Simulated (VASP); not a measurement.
Wanted: the native input for a VASP 6.6.1 run.

| Property | Result |
| --- | --- |
| Task | single point |
| Functional | PBE |
| Potentials or basis | VASP PAW PBE potentials, release 64 (Mo_sv) |
| Cutoff | 520 eV |
| k mesh | 12 × 12 × 12, shifted |
| Occupations | fermi-dirac, width 0.08 eV |
| Spin | no spin polarisation |
| Dipole correction | no |
| Further INCAR settings | ALGO = Normal; EDIFF = 1e-06; NBANDS = 21 |

The structure of Mo lies in POSCAR:

```
Mo
1.0
    3.1607300469      0.0000000000      0.0000000000
    0.0000000000      3.1607300469      0.0000000000
    0.0000000000      0.0000000000      3.1607300469
Mo
2
Direct
    0.0000000000      0.0000000000      0.0000000000
    0.5000000000      0.5000000000      0.5000000000
```

One way to write it, as run:

INCAR

```
PREC     = Accurate       # precision mode
ENCUT    = 520            # plane-wave cutoff, eV
EDIFF    = 1E-6           # SCF threshold, eV
ISMEAR   = -1             # smearing method
SIGMA    = 0.08           # smearing width, eV
LREAL    = False          # projectors in reciprocal space
LASPH    = True           # aspherical terms in the spheres
NELM     = 80             # most SCF steps
ALGO     = Normal         # electronic algorithm
ISIF     = 2              # what is computed and relaxed
LWAVE    = False          # write WAVECAR
LCHARG   = False          # write CHGCAR
GGA      = PE             # functional
NBANDS   = 21             # bands
```

KPOINTS

```
Automatic mesh
0
Gamma
  12 12 12
  0.5 0.5 0.5
```

Potentials or basis: VASP PAW PBE potentials, release 64 (Mo_sv).

Command:

```sh
$ cat potpaw_PBE.64/Mo_sv/POTCAR > POTCAR
$ mpirun -np 1 vasp_std > vasp.out
```

It gave:

- Pressure: 0.6 GPa
- Band gap on the k mesh: zero (band 14 reaches 13.61 eV, above the bottom of band 15 at 11.83 eV)

Run time: 9.9 s on 1 thread of AMD EPYC 9R45 (Zen 5) (shared host), peak memory 0.12 GiB.
